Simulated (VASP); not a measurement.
Wanted: the native input for a VASP 6.6.1 run.

```
Task                   : electric field gradients
Functional             : LDA
Potentials or basis    : VASP PAW LDA potentials, release 64 (Cs_sv)
Cutoff                 : 520 eV
k mesh                 : 9 × 9 × 9
Occupations            : fermi-dirac, width 0.03 eV
Spin                   : no spin polarisation
Dipole correction      : no
Further INCAR settings : ALGO = Normal; EDIFF = 1e-08; NBANDS = 16
```

The structure of Cs lies in POSCAR:

```
Cs
1.0
   -2.5021558492      2.5021558492      9.4018401231
    2.5021558492     -2.5021558492      9.4018401231
    2.5021558492      2.5021558492     -9.4018401231
Cs
2
Direct
    0.2500000000      0.7500000000      0.5000000000
    0.5000000000      0.5000000000      0.0000000000
```

This cell differs from its parent crystal: volume scaled by 0.9405.

The input as run:

INCAR

```
SYSTEM = Cs
ALGO = Normal
EDIFF = 1E-8
ENCUT = 520
GGA = CA
ISIF = 2
ISMEAR = -1
LASPH = .TRUE.
LCHARG = .FALSE.
LEFG = .TRUE.
LREAL = .FALSE.
LWAVE = .FALSE.
NBANDS = 16
NELM = 60
PREC = Accurate
SIGMA = 0.03
```

KPOINTS

```
k-points
0
G
  9 9 9
  0 0 0
```

Potentials or basis: VASP PAW LDA potentials, release 64 (Cs_sv).

Run with:

```sh
$ cat potpaw_LDA.64/Cs_sv/POTCAR > POTCAR
$ mpirun -np 1 vasp_std > vasp.out
```

It gave:

| Property | Result |
| --- | --- |
| Pressure | -0.3 GPa |
| Band gap on the k mesh | zero (band 9 reaches 0.76 eV, above the bottom of band 10 at -0.77 eV) |

Caveat: without QUAD_EFG the Cq values of the log hold for a quadrupole moment of 1 mb, not for the nuclei; spin-orbit coupling is left out, which moves the levels of the heavy elements.

Run time: 16 min on 1 thread of Intel(R) Xeon(R) Platinum 8259CL CPU @ 2.50GHz (Skylake/Cascade Lake), on a shared host, peak memory 0.75 GiB.
